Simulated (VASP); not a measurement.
# YbOs (Pm-3m) in VASP: further runs

The runs below take YbOs through single point, with r2SCAN.

All numbers are computed with VASP 6.6.1; they aren't measurements. Logs are shortened: lines on timing, memory, paths and dates and some standing lists are left out, and cuts for length are marked.

## (1) The cell of the first run

It takes space group Pm-3m (No. 221, cubic). Conventional cell: a = 3.372 Å, b = 3.372 Å, c = 3.372 Å, α = 90.00°, β = 90.00°, γ = 90.00°. Yb (site symmetry m-3m) has 8 Os at 2.92 Å and 6 Yb at 3.37 Å within 3.8 Å. Within 3.8 Å of Os (site symmetry m-3m) lie 8 Yb at 2.92 Å and 6 Os at 3.37 Å.

## (2) Single point, r2SCAN (volume scaled by 1.040)

POSCAR

```
YbOs
1.0
    3.3715550464      0.0000000000      0.0000000000
    0.0000000000      3.3715550464      0.0000000000
    0.0000000000      0.0000000000      3.3715550464
Yb Os
1 1
Direct
    0.0000000000      0.0000000000      0.0000000000
    0.5000000000      0.5000000000      0.5000000000
```

INCAR.step1

```
SYSTEM = YbOs
PREC     = Accurate       ! precision mode
ENCUT    = 520            ! plane-wave cutoff, eV
ISMEAR   = 0              ! smearing method
SIGMA    = 0.05           ! smearing width, eV
LREAL    = .FALSE.        ! projectors in reciprocal space
LASPH    = .TRUE.         ! aspherical terms in the spheres
NELM     = 100            ! most SCF steps
NBANDS   = 23             ! bands
GGA      = PE             ! functional
ALGO     = Normal         ! electronic algorithm
EDIFF    = 1E-4           ! SCF threshold, eV
LWAVE    = .TRUE.         ! write WAVECAR
LCHARG   = .FALSE.        ! write CHGCAR
```

INCAR.step2

```
SYSTEM = YbOs
PREC     = Accurate       ! precision mode
ENCUT    = 520            ! plane-wave cutoff, eV
EDIFF    = 1E-6           ! SCF threshold, eV
ISMEAR   = 0              ! smearing method
SIGMA    = 0.05           ! smearing width, eV
LREAL    = .FALSE.        ! projectors in reciprocal space
LASPH    = .TRUE.         ! aspherical terms in the spheres
NELM     = 100            ! most SCF steps
ALGO     = Normal         ! electronic algorithm
ISIF     = 2              ! what is computed and relaxed
LWAVE    = .FALSE.        ! write WAVECAR
LCHARG   = .FALSE.        ! write CHGCAR
METAGGA  = R2SCAN         ! meta-GGA
LMIXTAU  = .TRUE.       
NBANDS   = 23             ! bands
ISTART   = 1
```

KPOINTS

```
Automatic mesh
0
G
  10 10 10
  0 0 0
```

Potentials or basis: VASP PAW PBE potentials, release 64 (Yb, Os).

Run with:

```sh
$ cat potpaw_PBE.64/Yb/POTCAR potpaw_PBE.64/Os/POTCAR > POTCAR
$ cp INCAR.step1 INCAR
$ mpirun -np 1 vasp_std > vasp.out
$ cp INCAR.step2 INCAR
$ mpirun -np 1 vasp_std > vasp.out
```

OUTCAR:

```text
SYSTEM = YbOs
   PREC = Accurate
   ENCUT = 520
   EDIFF = 1E-6
   ISMEAR = 0
   LREAL = .FALSE.
   LASPH = .TRUE.
   NELM = 100
   ISIF = 2
   METAGGA = R2SCAN
   ISTART = 1

 ion  position               nearest neighbor table
   1  0.000  0.000  0.000-   2 2.92   2 2.92   2 2.92   2 2.92   2 2.92   2 2.92   2 2.92   2 2.92

   2  0.500  0.500  0.500-   1 2.92   1 2.92   1 2.92   1 2.92   1 2.92   1 2.92   1 2.92   1 2.92

  LATTYP: Found a simple cubic cell.
 ALAT       =     3.3715550464

  Lattice vectors:

 A1 = (   3.3715550464,   0.0000000000,   0.0000000000)
 A2 = (   0.0000000000,   3.3715550464,   0.0000000000)
 A3 = (   0.0000000000,   0.0000000000,   3.3715550464)

Analysis of symmetry for initial positions (statically):
=====================================================================
 Subroutine PRICEL returns:
 Original cell was already a primitive cell.

 Routine SETGRP: Setting up the symmetry group for a
 simple cubic supercell.

 Subroutine GETGRP returns: Found 48 space group operations
[... 9 lines left out ...]

 Routine SETGRP: Setting up the symmetry group for a
 simple cubic supercell.

 Subroutine GETGRP returns: Found 48 space group operations
[... 11 lines left out ...]
                                     Primitive cell

  volume of cell :      38.3258

  direct lattice vectors                    reciprocal lattice vectors
     3.371555046  0.000000000  0.000000000     0.296599043  0.000000000  0.000000000
     0.000000000  3.371555046  0.000000000     0.000000000  0.296599043  0.000000000
     0.000000000  0.000000000  3.371555046     0.000000000  0.000000000  0.296599043

  length of vectors
     3.371555046  3.371555046  3.371555046     0.296599043  0.296599043  0.296599043

  position of ions in fractional coordinates (direct lattice)
     0.000000000  0.000000000  0.000000000
     0.500000000  0.500000000  0.500000000

  ion indices of the primitive-cell ions
   primitive index   ion index
                 1           1
                 2           2

----------------------------------------------------------------------------------------

 KPOINTS: Automatic mesh

Automatic generation of k-mesh.
 Grid dimensions read from file:
 generate k-points for:   10   10   10

 Generating k-lattice:

  Cartesian coordinates                     Fractional coordinates (reciprocal lattice)
     0.029659904  0.000000000  0.000000000     0.100000000  0.000000000  0.000000000
     0.000000000  0.029659904  0.000000000     0.000000000  0.100000000  0.000000000
     0.000000000  0.000000000  0.029659904     0.000000000  0.000000000  0.100000000

  Length of vectors
     0.029659904  0.029659904  0.029659904

  Shift w.r.t. Gamma in fractional coordinates (k-lattice)
     0.000000000  0.000000000  0.000000000

 Subroutine IBZKPT returns following result:
 ===========================================

 Found     56 irreducible k-points:

 Following reciprocal coordinates:
            Coordinates               Weight
  0.000000  0.000000  0.000000      1.000000
  0.100000  0.000000  0.000000      6.000000
  0.200000  0.000000  0.000000      6.000000
  0.300000  0.000000  0.000000      6.000000
  0.400000  0.000000  0.000000      6.000000
  0.500000  0.000000  0.000000      3.000000
[... 16 lines left out ...]
  0.200000  0.100000  0.100000     24.000000
  0.300000  0.100000  0.100000     24.000000
 [... further k-points ...]
   k-points           NKPTS =     56   k-points in BZ     NKDIM =     56   number of bands    NBANDS=     23
   number of dos      NEDOS =    301   number of ions     NIONS =      2
   total plane-waves  NPLWV =  21952
   dimension x,y,z NGX =    28 NGY =   28 NGZ =   28
   dimension x,y,z NGXF=    56 NGYF=   56 NGZF=   56
   ions per type =               1   1
   NGX,Y,Z   is equivalent  to a cutoff of  13.81, 13.81, 13.81 a.u.
   NGXF,Y,Z  is equivalent  to a cutoff of  27.61, 27.61, 27.61 a.u.
 SYSTEM =  YbOs
   PREC   = accura    normal or accurate (medium, high low for compatibility)
   ISTART =      1    job   : 0-new  1-cont  2-samecut
   ICHARG =      0    charge: 1-file 2-atom 10-const
   ISPIN  =      1    spin polarized calculation?
   LNONCOLLINEAR =      F non collinear calculations
   LSORBIT =      F    spin-orbit coupling
   LASPH  =      T    aspherical Exc in radial PAW
   ENCUT  =  520.0 eV  38.22 Ry    6.18 a.u.   6.27  6.27  6.27*2*pi/ulx,y,z
   NELM   =    100;   NELMIN=  2; NELMDL=  0     # of ELM steps
   EDIFF  = 0.1E-05   stopping-criterion for ELM
   LREAL  =      F    real-space projection
   EDIFFG = 0.1E-04   stopping-criterion for IOM
   NSW    =      0    number of steps for IOM
   IBRION =     -1    ionic relax: 0-MD 1-quasi-New 2-CG
   NFREE  =      0    steps in history (QN), initial steepest desc. (CG)
   ISIF   =      2    stress and relaxation
   ISYM   =      2    0-nonsym 1-usesym 2-fastsym
   POTIM  = 0.5000    time-step for ionic-motion
   TEBEG  =    0.0;   TEEND  =   0.0 temperature during run
   PSTRESS=    0.0 pullay stress
   NELECT =      32.0000    total number of electrons
   NUPDOWN=      -1.0000    fix difference up-down
   EMIN   =  10.00;   EMAX   =-10.00  energy-range for DOS
   EFERMI =   0.00;   METHOD = LEGACY
   ISMEAR =     0;   SIGMA  =   0.05  broadening in eV -4-tet -1-fermi 0-gaus
   EFERMI_NEDOS =   21; number of points for ismear=-14 and -15
   IALGO  =     38    algorithm
   IMIX   =      4    mixing-type and parameters
     AMIX     =   0.40;   BMIX     =  1.00
     AMIX_MAG =   1.60;   BMIX_MAG =  1.00
  volume/ion in A,a.u.               =      19.16       129.32
  Fermi-wavevector in a.u.,A,eV,Ry     =   1.541563  2.913131 32.333103  2.376416
  Thomas-Fermi vector in A             =   2.647491
   LORBIT       =      0    0 simple, 1 ext, 2 COOP (PROOUT), +10 PAW based schemes
   METAGGA = R2SCAN    functional components
   LHFCALC =     F    Hartree Fock is set to
   AEXX    =    0.0000 exact exchange contribution
   IVDW    =     0    specifies the selected vdW correction
   LEPSILON=     F    determine dielectric tensor
   LRPA    =     F    only Hartree local field effects (RPA)
 non-spin polarized calculation
 Gauss-broadening in eV      SIGMA  =   0.05
  energy-cutoff  :      520.00
  volume of cell :       38.33
 maximum number of plane-waves:      1064
 NGX is ok and might be reduce to    28
   NGX = 13   NGY = 13   NGZ = 13

 number of electron      32.0000008 magnetization

 Free energy of the ion-electron system (eV)
  ---------------------------------------------------
  ext. energy  EPLUGINS =         0.00000000
  ---------------------------------------------------
  free energy    TOTEN  =       -88.04223925 eV

  energy without entropy =      -88.03505664  energy(sigma->0) =      -88.03864795

 E-fermi :   3.9608     XC(G=0): -13.4056

 val. band max:        3.9542443550   @ k =   0.2000   0.2000   0.2000
 cond. band min:       3.9682762057   @ k =   0.5000   0.1000   0.0000
 fundamental gap:      0.0140318508
 Fermi energy:         3.9608124103

 k-point     1 :       0.0000    0.0000    0.0000
  band No.  band energies     occupation
      1     -48.5488      2.00000
      2     -19.9317      2.00000
      3     -19.9317      2.00000
      4     -19.9317      2.00000
      5      -3.0975      2.00000
      6       0.5168      2.00000
[... 15 lines left out ...]
     22      13.2169      0.00000
     23      13.4184      0.00000

 k-point     2 :       0.1000    0.0000    0.0000
  band No.  band energies     occupation
      1     -48.5466      2.00000
      2     -19.9824      2.00000
      3     -19.9296      2.00000
      4     -19.9296      2.00000
      5      -2.8756      2.00000
      6       0.5880      2.00000
[... 15 lines left out ...]
     22      12.7885      0.00000
     23      13.0725      0.00000

 k-point     3 :       0.2000    0.0000    0.0000
  band No.  band energies     occupation
      1     -48.5409      2.00000
      2     -20.1126      2.00000
      3     -19.9240      2.00000
      4     -19.9240      2.00000
      5      -2.2409      2.00000
      6       0.7855      2.00000
[... 15 lines left out ...]
     22      11.9615      0.00000
     23      12.7022      0.00000

 k-point     4 :       0.3000    0.0000    0.0000
  band No.  band energies     occupation
      1     -48.5339      2.00000
      2     -20.2687      2.00000
      3     -19.9171      2.00000
      4     -19.9171      2.00000
      5      -1.2885      2.00000
      6       1.0558      2.00000
[... 15 lines left out ...]
     22      12.1997      0.00000
     23      12.2514      0.00000

 k-point     5 :       0.4000    0.0000    0.0000
  band No.  band energies     occupation
      1     -48.5282      2.00000
      2     -20.3914      2.00000
      3     -19.9115      2.00000
      4     -19.9115      2.00000
      5      -0.2184      2.00000
      6       1.2998      2.00000
[... 15 lines left out ...]
     22      11.8888      0.00000
     23      13.0869      0.00000

 k-point     6 :       0.5000    0.0000    0.0000
  band No.  band energies     occupation
      1     -48.5260      2.00000
      2     -20.4374      2.00000
      3     -19.9093      2.00000
      4     -19.9093      2.00000
      5       0.3983      2.00000
      6       1.3998      2.00000
[... 15 lines left out ...]
     22      11.7500      0.00000
     23      13.6365      0.00000

 k-point     7 :       0.1000    0.1000    0.0000
  band No.  band energies     occupation
      1     -48.5445      2.00000
      2     -19.9879      2.00000
      3     -19.9707      2.00000
      4     -19.9271      2.00000
      5      -2.6622      2.00000
      6       0.6904      2.00000
[... 353 lines left out ...]
     22      12.8104      0.00000
     23      13.7246      0.00000

 k-point    21 :       0.5000    0.5000    0.0000
  band No.  band energies     occupation
      1     -48.5077      2.00000
      2     -20.3209      2.00000
      3     -20.3209      2.00000
      4     -19.8523      2.00000
      5      -0.2083      2.00000
      6       0.4054      2.00000
[... 15 lines left out ...]
     22      12.9102      0.00000
     23      13.8405      0.00000

 k-point    22 :       0.1000    0.1000    0.1000
  band No.  band energies     occupation
      1     -48.5424      2.00000
      2     -19.9910      2.00000
      3     -19.9686      2.00000
      4     -19.9686      2.00000
      5      -2.4553      2.00000
      6       0.8424      2.00000
[... 15 lines left out ...]
     22      11.5716      0.00000
     23      15.1593      0.00000

 k-point    23 :       0.2000    0.1000    0.1000
  band No.  band energies     occupation
      1     -48.5369      2.00000
      2     -20.1039      2.00000
      3     -19.9699      2.00000
      4     -19.9629      2.00000
      5      -1.8678      2.00000
      6       1.0092      2.00000
[... 15 lines left out ...]
     22      11.7529      0.00000
     23      14.1586      0.00000

 k-point    24 :       0.3000    0.1000    0.1000
  band No.  band energies     occupation
      1     -48.5301      2.00000
      2     -20.2537      2.00000
      3     -19.9570      2.00000
      4     -19.9558      2.00000
      5      -1.0021      2.00000
      6       1.2327      2.00000
[... 15 lines left out ...]
     22      11.9023      0.00000
     23      13.4310      0.00000

 [... further k-points ...]
[... 5 lines left out ...]
  --------------------------------------------------------------------------------------
  -------------------------------------------------------------------------------------
  Total       -0.9968038     -0.9968038     -0.9968038      0.0000000      0.0000000     -0.0000000
  in kB      -41.6705778    -41.6705778    -41.6705778      0.0000000      0.0000000     -0.0000000
  external PRESSURE =     -41.6705778 kB  Pullay stress =       0.0000000 kB

 VOLUME and BASIS-vectors are now :
 -----------------------------------------------------------------------------
  energy-cutoff  :      520.00
  volume of cell :       38.33
      direct lattice vectors                 reciprocal lattice vectors
     3.371555046  0.000000000  0.000000000     0.296599043  0.000000000  0.000000000
     0.000000000  3.371555046  0.000000000     0.000000000  0.296599043  0.000000000
     0.000000000  0.000000000  3.371555046     0.000000000  0.000000000  0.296599043

 POSITION                                       TOTAL-FORCE (eV/Angst)
 -----------------------------------------------------------------------------------
      0.00000      0.00000      0.00000         0.000000      0.000000      0.000000
      1.68578      1.68578      1.68578         0.000000      0.000000      0.000000
 -----------------------------------------------------------------------------------
    total drift:                               -0.000000      0.000000     -0.000000

  FREE ENERGIE OF THE ION-ELECTRON SYSTEM (eV)
  ---------------------------------------------------
  free  energy   TOTEN  =       -88.0422392515 eV

  energy  without entropy=      -88.0350566435  energy(sigma->0) =      -88.03864795
```

Wall time 2.7 min (1 thread of Intel Xeon Platinum 8488C (Sapphire Rapids), shared host); peak memory 0.22 GiB.

What came out:

| Item | Value |
| --- | --- |
| Free energy | -88.0422 eV |
| Pressure | -4.2 GPa |
| Band gap on the k mesh | zero (band 16 reaches 5.37 eV, above the bottom of band 17 at 3.60 eV) |

Levels at points of the mesh, in eV from the Fermi level:
| k point | band 14 | band 15 | band 16 | band 17 | band 18 | band 19 |
| --- | --- | --- | --- | --- | --- | --- |
| (0.00, 0.00, 0.00) | -0.47 | -0.36 | -0.36 | -0.36 | 5.07 | 5.07 |
| (0.50, 0.00, 0.00) | -0.27 | 0.05 | 0.05 | 0.63 | 1.94 | 2.28 |
| (0.50, 0.50, 0.00) | -0.51 | -0.41 | 1.38 | 1.79 | 2.46 | 2.46 |
| (0.50, 0.50, 0.50) | -0.50 | 0.10 | 0.10 | 0.10 | 1.46 | 1.46 |

Caveat: the PAW data sets were made with another functional, which shifts forces and pressure a little; spin-orbit coupling is left out, which moves the levels of the heavy elements; without U or exact exchange the open f shell lies at the Fermi level, which spoils levels, moments and volumes.

## (3) Single point, r2SCAN (volume scaled by 1.070)

POSCAR

```
YbOs
1.0
    3.4036670272      0.0000000000      0.0000000000
    0.0000000000      3.4036670272      0.0000000000
    0.0000000000      0.0000000000      3.4036670272
Yb Os
1 1
Direct
    0.0000000000      0.0000000000      0.0000000000
    0.5000000000      0.5000000000      0.5000000000
```

INCAR.step1

```
SYSTEM = YbOs
PREC = Accurate
ENCUT = 520
ISMEAR = 0
SIGMA = 0.05
LREAL = .FALSE.
LASPH = .TRUE.
NELM = 60
NBANDS = 23
GGA = PE
ALGO = Normal
EDIFF = 1E-4
LWAVE = .TRUE.
LCHARG = .FALSE.
```

INCAR.step2

```
SYSTEM = YbOs
PREC = Accurate
ENCUT = 520
EDIFF = 1E-6
ISMEAR = 0
SIGMA = 0.05
LREAL = .FALSE.
LASPH = .TRUE.
NELM = 60
ALGO = Normal
ISIF = 2
LWAVE = .FALSE.
LCHARG = .FALSE.
METAGGA = R2SCAN
LMIXTAU = .TRUE.
NBANDS = 23
ISTART = 1
```

KPOINTS

```
regular mesh
0
G
  10 10 10
  0 0 0
```

Potentials or basis: VASP PAW PBE potentials, release 64 (Yb, Os).

Run with:

```sh
$ cat potpaw_PBE.64/Yb/POTCAR potpaw_PBE.64/Os/POTCAR > POTCAR
$ cp INCAR.step1 INCAR
$ mpirun -np 1 vasp_std > vasp.out
$ cp INCAR.step2 INCAR
$ mpirun -np 1 vasp_std > vasp.out
```

It took 2.9 min on 1 thread of Intel Xeon Platinum 8488C (Sapphire Rapids), shared host; peak memory 0.22 GiB.

Results (log left out):

```yaml
Free_energy: -88.0008 eV
Pressure: -7.5 GPa
Band_gap_on_the_k_mesh: zero (band 16 reaches 5.12 eV, above the bottom of band 17 at 3.41 eV)
```

Levels at points of the mesh, in eV from the Fermi level:
| k point | band 13 | band 14 | band 15 | band 16 | band 17 | band 18 | band 19 | band 20 |
| --- | --- | --- | --- | --- | --- | --- | --- | --- |
| (0.00, 0.00, 0.00) | -0.47 | -0.45 | -0.33 | -0.33 | -0.33 | 5.01 | 5.01 | 9.09 |
| (0.50, 0.00, 0.00) | -0.48 | -0.26 | 0.04 | 0.04 | 0.61 | 1.86 | 2.35 | 4.26 |
| (0.50, 0.50, 0.00) | -0.50 | -0.50 | -0.39 | 1.34 | 1.73 | 2.36 | 2.36 | 5.73 |
| (0.50, 0.50, 0.50) | -0.48 | -0.48 | 0.15 | 0.15 | 0.15 | 1.42 | 1.42 | 4.61 |

Caveat: the PAW data sets were made with another functional, which shifts forces and pressure a little; spin-orbit coupling is left out, which moves the levels of the heavy elements; without U or exact exchange the open f shell lies at the Fermi level, which spoils levels, moments and volumes. Spin polarisation is off, so any magnetic state and its effect on volume and gap are missing.
